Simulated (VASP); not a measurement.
Write the native input for VASP 6.6.1 that does the following.

```
Task                   : single point
Functional             : PBE
Potentials or basis    : VASP PAW PBE potentials, release 64 (In_d, Sb)
Cutoff                 : 520 eV
k mesh                 : 4 × 4 × 4
Occupations            : gaussian, width 0.078 eV
Spin                   : no spin polarisation
Dipole correction      : no
Further INCAR settings : ALGO = Normal; EDIFF = 1e-06; NBANDS = 16
```

The structure of InSb lies in POSCAR:

```
InSb
1.0
    0.0000000000      3.3166107078      3.3166107078
    3.3166107078      0.0000000000      3.3166107078
    3.3166107078      3.3166107078      0.0000000000
In Sb
1 1
Direct
    0.0000000000      0.0000000000      0.0000000000
    0.2500000000      0.2500000000      0.2500000000
```

The input as run:

INCAR

```
SYSTEM = InSb
PREC     = Accurate       ! precision mode
ENCUT    = 520            ! plane-wave cutoff, eV
EDIFF    = 1E-6           ! SCF threshold, eV
ISMEAR   = 0              ! smearing method
SIGMA    = 0.078          ! smearing width, eV
LREAL    = .False.        ! projectors in reciprocal space
LASPH    = .True.         ! aspherical terms in the spheres
NELM     = 60             ! most SCF steps
ALGO     = Normal         ! electronic algorithm
ISIF     = 2              ! what is computed and relaxed
LWAVE    = .False.        ! write WAVECAR
LCHARG   = .True.         ! write CHGCAR
GGA      = PE             ! functional
LELF     = .True.         ! ELF
LVHAR    = .True.       
NBANDS   = 16             ! bands
```

KPOINTS

```
Automatic mesh
0
Gamma
  4 4 4
  0 0 0
```

Potentials or basis: VASP PAW PBE potentials, release 64 (In_d, Sb).

The run is started by

```console
$ cat potpaw_PBE.64/In_d/POTCAR potpaw_PBE.64/Sb/POTCAR > POTCAR
$ mpirun -np 1 vasp_std > vasp.out
```

It gave:

```json
{"Pressure": "0.4 GPa", "Band gap on the k mesh": "zero (filled and empty bands touch)"}
```

Caveat: the k points lie up to 0.41 Å⁻¹ apart; spin-orbit coupling is left out, which moves the levels of the heavy elements.

Wall time 17 s on 1 thread of Intel Xeon 6975P-C, with other jobs on the host, peak memory 0.2 GiB.
